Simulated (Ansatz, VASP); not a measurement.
**One calculation of KBr, two programs**

File INCAR:

```
PREC = Accurate
ENCUT = 520
EDIFF = 1E-7
ISMEAR = -1
SIGMA = 0.05
LREAL = F
LASPH = T
NELM = 60
ALGO = Normal
ISIF = 2
LWAVE = F
LCHARG = F
GGA = PS
NBANDS = 15
```

KPOINTS

```
regular mesh
0
Gamma
  5 5 5
```

File POSCAR:

```
KBr
1.0
    0.0000000000      3.3000000000      3.3000000000
    3.3000000000      0.0000000000      3.3000000000
    3.3000000000      3.3000000000      0.0000000000
Br K
1 1
Direct
    0.5000000000      0.5000000000      0.5000000000
    0.0000000000      0.0000000000      0.0000000000
```

Contents of input.yaml:

```yaml
crystal:
  lattice:
    - [0.0, 3.3, 3.3]
    - [3.3, 0.0, 3.3]
    - [3.3, 3.3, 0.0]
  atoms:
    - { symbol: Br, position: [0.5, 0.5, 0.5] }
    - { symbol: K, position: [0.0, 0.0, 0.0] }
kpoints:
  mp_grid: { grid: [5, 5, 5] }
  band_path:
    path:
      - [0.0, 0.0, 0.0]
      - [0.5, 0.0, 0.5]
      - [0.5, 0.25, 0.75]
      - [0.375, 0.375, 0.75]
      - [0.0, 0.0, 0.0]
      - [0.5, 0.5, 0.5]
      - [0.625, 0.25, 0.625]
      - [0.5, 0.25, 0.75]
    npoints: 8
scf:
  occupations: { method: fermi_dirac, width: 0.05 }
hamiltonian:
  xc: pbesol
  pseudopotentials: { kind: all_electron, lapw: { basis_error: 0.001 } }
output:
  forces: true
  stress: true
  eigenvalues: true
```

Alike in both runs: functional PBEsol; k mesh 5 × 5 × 5; occupations fermi-dirac, width 0.05 eV; no spin polarisation.

```csv
,VASP,Ansatz
version,VASP 6.6.1,Ansatz 0.2.0
potentials or method,"VASP PAW PBE potentials, release 64 (Br, K_sv), cutoff 520 eV","all-electron LAPW, scalar-relativistic"
task,single point,band structure
```

```tsv
	VASP	Ansatz	Ansatz less VASP
gap on the k mesh at the Fermi level (eV)	4.28	4.28	+0.003
least direct gap on the mesh (eV)	4.28	4.28	+0.003
pressure (GPa)	-0.3	-0.3	-0.05
```

VASP's potentials were made for PBE, not for PBEsol. Ansatz ran all-electron here, and VASP with PAW potentials.
